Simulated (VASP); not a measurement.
Runs of VASP 6.6.1 on Rh. The structure is that of space group Fm-3m (No. 225), or close to it. The cells are those of the table. 

```tsv
task	cell	k mesh	cutoff (eV)	smearing	gap on the mesh (eV)	pressure (GPa)
single point	a = 2.744 Å, angles 60.0°, 1 atom	18 × 18 × 18	520	gaussian 0.1 eV	none	-19.1
single point	a = 2.751 Å, angles 60.0°, 1 atom	18 × 18 × 18	520	gaussian 0.1 eV	none	-20.4
single point	a = 2.612, b = 2.687, c = 2.639 Å, angles 58.7, 58.8, 59.7°, 1 atom	18 × 18 × 18	520	gaussian 0.1 eV	none	(b)
relaxation of cell and atoms	relaxed from a = 2.689 Å, angles 60.0°, 1 atom	18 × 18 × 18	600	gaussian 0.1 eV	none	0.0
single point	a = 2.673 Å, angles 60.0°, 1 atom	28 × 28 × 28	520	gaussian 0.15 eV	none	0.0
single point	a = 2.662, b = 2.642, c = 2.642 Å, angles 60.5, 59.7, 59.7°, 1 atom	16 × 16 × 16	520	gaussian 0.1 eV	none	8.8
single point	a = 2.618 Å, angles 60.0°, 1 atom	18 × 18 × 18	520	gaussian 0.1 eV	none	21.4
single point	a = 2.768, b = 2.790, c = 2.697 Å, angles 60.6, 61.4, 58.1°, 1 atom	16 × 16 × 16	520	gaussian 0.1 eV	none	(a)
```

Alike in all rows: level PBEsol; potentials or basis VASP PAW PBE potentials, release 64 (Rh_pv); no spin polarisation.

Q: Fill in the values left out.

A: (a) -19.7; (b) 17.9.

Caveats: the PAW data sets were made with another functional, which shifts forces and pressure a little.

A k mesh can miss the band edges, and the runs leave out spin-orbit coupling on Rh.

A gap of «none» marks levels without a gap at the run's occupations.
